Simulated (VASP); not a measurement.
C:

```
C
1.0
     2.52210    0.00000    0.00000
    -1.26105    2.18420    0.00000
     0.00000    0.00000   12.35570
C
12
Direct
  0.66667 0.33333 0.35417
  0.33333 0.66667 0.85417
  0.66667 0.33333 0.14583
  0.33333 0.66667 0.64583
  0.66667 0.33333 0.47917
  0.33333 0.66667 0.97917
  0.66667 0.33333 0.02083
  0.33333 0.66667 0.52083
  0.00000 0.00000 0.81250
  0.00000 0.00000 0.31250
  0.00000 0.00000 0.68750
  0.00000 0.00000 0.18750
```

* Program: VASP 6.6.1
* Task: relaxation of cell and atoms
* Functional: PBEsol
* Dispersion: D4
* Potentials or basis: VASP PAW PBE potentials, release 64 (C)
* Cutoff: 600 eV
* k mesh: 12 × 12 × 3
* Occupations: fermi-dirac, width 0.05 eV
* Spin: no spin polarisation

At the start: pressure -7.1 GPa; volume 5.67 Å³/atom.

**Question.** Where does the relaxation end?

**Answer.** Over 8 steps the energy falls by 3.6 meV/atom and the volume is 5.58 Å³/atom (-1.6 %); space group P6_3/mmc (No. 194, to 0.1 Å) before and after.

The path:
```tsv
step	energy change (eV)	largest force (eV/Å)	pressure (GPa)	volume (Å³)
1	0.0000	0.3394	-7.12	68.06
2	0.0182	0.4718	9.85	65.61
3	-0.0427	0.1089	0.25	66.93
4	-0.0427	0.1048	0.40	66.91
5	-0.0416	0.1483	0.10	66.95
6	-0.0434	0.0271	0.29	66.93
7	-0.0434	0.0185	-0.24	67.01
8	-0.0435	0.0020	-0.01	66.97
```

Final structure:
```
C
1.0
     2.50288    0.00000    0.00000
    -1.25144    2.16755    0.00000
     0.00000    0.00000   12.34453
C
12
Direct
  0.66667 0.33333 0.35492
  0.33333 0.66667 0.85492
  0.66667 0.33333 0.14508
  0.33333 0.66667 0.64508
  0.66667 0.33333 0.47923
  0.33333 0.66667 0.97923
  0.66667 0.33333 0.02077
  0.33333 0.66667 0.52077
  0.00000 0.00000 0.81312
  0.00000 0.00000 0.31312
  0.00000 0.00000 0.68688
  0.00000 0.00000 0.18688
```

Caveat: the PAW data sets were made with another functional, which shifts forces and pressure a little.
